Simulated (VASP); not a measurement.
Runs of VASP 6.6.1 on PbO. The structure is that of space group Pm-3m (No. 221), or close to it. The cells are those of the table. 

| level | cell | k mesh | gap on the mesh (eV) | pressure (GPa) |
| --- | --- | --- | --- | --- |
| PBE | a = 3.278 Å, 2 atoms | 6 × 6 × 6 | 0.47 | -4.8 |
| PBE | a = 3.247 Å, 2 atoms | 6 × 6 × 6 | 0.53 | -2.7 |
| PBE | a = 3.179 Å, 2 atoms | 8 × 8 × 8 | 0.40 | 3.2 |
| r2SCAN | a = 3.114 Å, 2 atoms | 6 × 6 × 6 | 0.56 | 7.9 |
| PBE | a = 3.215 Å, 2 atoms | 6 × 6 × 6 | 0.58 | -0.1 |
| PBE | a = 3.182 Å, 2 atoms | 6 × 6 × 6 | 0.64 | (b) |
| PBE | a = 3.149 Å, 2 atoms | 6 × 6 × 6 | 0.70 | (a) |
| r2SCAN | a = 3.242 Å, 2 atoms | 6 × 6 × 6 | 0.36 | (c) |

Alike in all rows: task single point; potentials or basis VASP PAW PBE potentials, release 64 (Pb_d, O); no spin polarisation; cutoff (eV) 520; smearing fermi-dirac 0.02 eV.

Fill in the values left out.

(a) 6.5; (b) 2.9; (c) -5.4.

Caveats: spin-orbit coupling is left out, which moves the levels of the heavy elements; the PAW data sets were made with another functional, which shifts forces and pressure a little (some runs).

A k mesh can miss the band edges, and the runs leave out spin-orbit coupling on Pb.
